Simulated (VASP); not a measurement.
Crystal: GeAs5.

```
CELL_PARAMETERS angstrom
4.55201 0.00000 0.00000
0.00000 4.55201 0.00000
0.00000 0.00000 7.91366
ATOMIC_POSITIONS crystal
Ge 0.00000 0.00000 0.50000
As 0.00000 0.50000 0.50000
As 0.50000 0.00000 0.50000
As 0.50000 0.50000 0.50000
As 0.50000 0.50000 0.00000
As 0.00000 0.00000 0.00000
```

The cell was built from a structure type or drawn by symmetry, and may not be a known phase.

| Quantity | Value |
| --- | --- |
| Program | VASP 6.6.1 |
| Task | relaxation of cell and atoms |
| Functional | PBE |
| Potentials or basis | VASP PAW PBE potentials, release 64 (Ge_d, As) |
| Cutoff | 600 eV |
| k mesh | 4 × 4 × 2 |
| Occupations | gaussian, width 0.1 eV |
| Spin | no spin polarisation |

At the start: pressure 10.9 GPa; volume 27.33 Å³/atom.

How do energy, volume and symmetry change on relaxing?

Over 18 steps the energy falls by 644.9 meV/atom and the volume is 23.09 Å³/atom (-15.5 %); space group P4/mmm (No. 123, to 0.1 Å) before and after.

Step by step:
| step | energy change (eV) | largest force (eV/Å) | pressure (GPa) | volume (Å³) |
| --- | --- | --- | --- | --- |
| 1 | 0.0000 | 0.0000 | 10.95 | 163.98 |
| 2 | -1.1265 | 0.0000 | -4.08 | 210.48 |
| 3 | -1.3261 | 0.0000 | -1.61 | 191.20 |
| 4 | -1.5218 | 0.0000 | -1.83 | 184.83 |
| 5 | -2.3601 | 0.0000 | -2.13 | 165.52 |
| 6 | -3.3362 | 0.0000 | 8.47 | 126.02 |
| 7 | -3.3369 | 0.0000 | 1.45 | 141.72 |
| 8 | -3.4581 | 0.0000 | 3.86 | 134.90 |
| 9 | -3.4707 | 0.0000 | 5.19 | 131.63 |
| 10 | -3.5259 | 0.0000 | 5.25 | 131.01 |
| 11 | -3.5653 | 0.0000 | 5.09 | 130.25 |
| 12 | -3.6923 | 0.0000 | 5.44 | 128.49 |
| 13 | -2.4768 | 0.0000 | 15.48 | 123.96 |
| 14 | -3.6939 | 0.0000 | 5.67 | 128.29 |
| 15 | -3.7948 | 0.0000 | 3.56 | 131.80 |
| 16 | -3.8654 | 0.0000 | -0.09 | 138.52 |
| 17 | -3.8681 | 0.0000 | -0.04 | 138.53 |
| 18 | -3.8694 | 0.0000 | 0.03 | 138.53 |

Final structure:
```
Ge As
1.0
     5.34925    0.00000    0.00000
     0.00000    5.34925    0.00000
     0.00000    0.00000    4.84111
Ge As
1 5
Direct
  0.00000 0.00000 0.50000
  0.00000 0.50000 0.50000
  0.50000 0.00000 0.50000
  0.50000 0.50000 0.50000
  0.50000 0.50000 0.00000
  0.00000 0.00000 0.00000
```

Caveat: the k points lie up to 0.65 Å⁻¹ apart in the final cell, too coarse for converged energies and pressures of a metal; the volume moved by over 15 % at a fixed basis, so the end points are rough.
